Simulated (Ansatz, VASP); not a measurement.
**Two plane-wave programs on Si2Ni**

```xyz
3
Lattice="0.0000 2.6826 2.7234 2.6826 0.0000 2.7234 2.6826 2.6826 0.0000" Properties=species:S:1:pos:R:3 pbc="T T T"
Si    1.3413    1.3413    1.3617
Si    4.0238    4.0238    4.0851
Ni    0.0000    0.0000    0.0000
```

Change from the starting cell: strain -0.015 along x and y, +0.000 along z, atoms carried along.

Alike in both runs: task single point; functional PBE; k mesh 16 × 16 × 16; occupations gaussian, width 0.15 eV; no spin polarisation.

```csv
,VASP,Ansatz
version,VASP 6.6.1,Ansatz 0.2.0
potentials or method,"VASP PAW PBE potentials, release 64 (Si, Ni), cutoff 520 eV","scalar-relativistic, plane waves, PAW"
valence electrons in the cell,18,26
```

Ansatz gave:

```
gap on the k mesh at the Fermi level (eV)                     : none
pressure (GPa)                                                : 4.6
traceless stress, the component that is largest in VASP (GPa) : -0.52
```

Task: Estimate VASP's values.

Result: gap on the k mesh at the Fermi level (eV): none; pressure (GPa): 4.5; traceless stress, the component that is largest in VASP (GPa): -0.50.

A gap of «none» marks a metal or a gap that the smearing closes. VASP's potentials hold 18 valence electrons a cell and Ansatz's 26, so a difference there can come from the potentials and not from the codes.
